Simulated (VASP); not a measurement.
A run of VASP 6.6.1 is set up as follows.

The input POSCAR:

```
Mo
1.0
    3.1060939589      0.0000000000      0.0000000000
    0.0000000000      3.1060939589      0.0000000000
    0.0000000000      0.0000000000      3.3394561097
Mo
2
Direct
    0.0000000000      0.0000000000      0.0000000000
    0.5000000000      0.5000000000      0.5000000000
```

The input INCAR.step1:

```
SYSTEM = Mo
PREC = Accurate ; ENCUT = 520
ISMEAR = 0 ; SIGMA = 0.1
LREAL = .FALSE. ; LASPH = .TRUE.
NELM = 100 ; NBANDS = 21
GGA = PE ; ALGO = Normal
EDIFF = 1E-4 ; LWAVE = .TRUE.
LCHARG = .FALSE.
```

The input INCAR.step2:

```
SYSTEM = Mo
PREC = Accurate ; ENCUT = 520
EDIFF = 1E-6 ; ISMEAR = 0
SIGMA = 0.1 ; LREAL = .FALSE.
LASPH = .TRUE. ; NELM = 100
ALGO = Normal ; ISIF = 2
LWAVE = .FALSE. ; LCHARG = .FALSE.
METAGGA = R2SCAN ; LMIXTAU = .TRUE.
NBANDS = 21 ; ISTART = 1
```

KPOINTS

```
regular mesh
0
G
  16 16 16
  0 0 0
```

Potentials or basis: VASP PAW PBE potentials, release 64 (Mo_sv).

Run with:

```sh
$ cat potpaw_PBE.64/Mo_sv/POTCAR > POTCAR
$ cp INCAR.step1 INCAR
$ mpirun -np 1 vasp_std > vasp.out
$ cp INCAR.step2 INCAR
$ mpirun -np 1 vasp_std > vasp.out
```

Task: Estimate the pressure.

Result: -5.9 GPa.

Task: Estimate the band gap on the k mesh.

Result: Zero (band 14 reaches 13.95 eV, above the bottom of band 15 at 11.29 eV).

Stress tensor (GPa, compression positive):
```
  0.98   0.00   0.00
  0.00   0.98   0.00
  0.00   0.00 -19.60
```

Caveat: the cell differs from its parent crystal (uniaxial strain along c: +6.0 %, then relaxed in part); the PAW data sets were made with another functional, which shifts forces and pressure a little.
